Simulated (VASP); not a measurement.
A run of VASP 6.6.1 is set up as follows.

File INCAR:

```
SYSTEM = HfCl4F
PREC = Accurate
ENCUT = 520
EDIFF = 1E-6
ISMEAR = 0
SIGMA = 0.1
LREAL = .False.
LASPH = .True.
NELM = 60
ALGO = Normal
ISIF = 2
LWAVE = .False.
LCHARG = .True.
GGA = PE
LELF = .True.
LVHAR = .True.
NBANDS = 32
```

File KPOINTS:

```
regular mesh
0
Gamma
  4 4 4
  0 0 0
```

File POSCAR:

```
HfCl4F
1.0
    0.0000000000      4.0897342100      4.0897342100
    4.0897342100      0.0000000000      4.0897342100
    4.0897342100      4.0897342100      0.0000000000
Hf Cl F
1 4 1
Direct
    0.2500000000      0.2500000000      0.2500000000
    0.8761717800      0.3714846700      0.8761717800
    0.8761717800      0.8761717800      0.3714846700
    0.8761717800      0.8761717800      0.8761717800
    0.3714846700      0.8761717800      0.8761717800
    0.5000000000      0.5000000000      0.5000000000
```

Potentials or basis: VASP PAW PBE potentials, release 64 (Hf_pv, Cl, F).

Command:

```sh
$ cat potpaw_PBE.64/Hf_pv/POTCAR potpaw_PBE.64/Cl/POTCAR potpaw_PBE.64/F/POTCAR > POTCAR
$ mpirun -np 1 vasp_std > vasp.out
```

Problem. Predict the largest force.

Solution. 0.212 eV/Å.

Problem. Predict the pressure.

Solution. -7.0 GPa.

Forces in eV/Å, atoms in the order of the input:
```
Hf   0.000  0.000  0.000
Cl   0.122 -0.122  0.122
Cl   0.122  0.122 -0.122
Cl  -0.122 -0.122 -0.122
Cl  -0.122  0.122  0.122
F    0.000  0.000  0.000
```

Caveat: an odd number of electrons without spin polarisation forces a metal; a magnetic or distorted state may lie lower.
